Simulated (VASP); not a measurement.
Runs of VASP 6.6.1 on Na. The structure is that of space group Fm-3m (No. 225), or close to it. The cells are those of the table. This isn't the form of Na at room conditions, which is bcc.

```csv
task,cell,gap on the mesh (eV),pressure (GPa)
single point,"a = 2.828 Å, angles 60.0°, 1 atom",none,(a)
single point,"a = 3.146 Å, angles 60.0°, 1 atom",none,9.9
relaxation of cell and atoms,"relaxed to 30 GPa from a = 3.811 Å, angles 60.0°, 1 atom",none,30.0
single point,"a = 2.948 Å, angles 60.0°, 1 atom",none,19.9
relaxation of cell and atoms,"relaxed from a = 3.811 Å, angles 60.0°, 1 atom",none,0.0
single point,"a = 3.718 Å, angles 60.0°, 1 atom",none,0.0
relaxation of cell and atoms,"relaxed to 20 GPa from a = 3.811 Å, angles 60.0°, 1 atom",none,20.0
relaxation of cell and atoms,"relaxed to 10 GPa from a = 3.811 Å, angles 60.0°, 1 atom",none,10.0
```

Alike in all rows: level PBEsol; potentials or basis VASP PAW PBE potentials, release 64 (Na_pv); no spin polarisation; k mesh 13 × 13 × 13; cutoff (eV) 500; smearing methfessel-paxton 0.05 eV.

Question: Fill in the values left out.

Answer: (a) 29.8.

Caveats: the PAW data sets were made with another functional, which shifts forces and pressure a little; the cell stands under pressure (at least some runs); the cell is relaxed towards a set pressure, so the run minimises the enthalpy, not the energy (at least some runs).

A gap of «none» marks levels without a gap at the run's occupations.
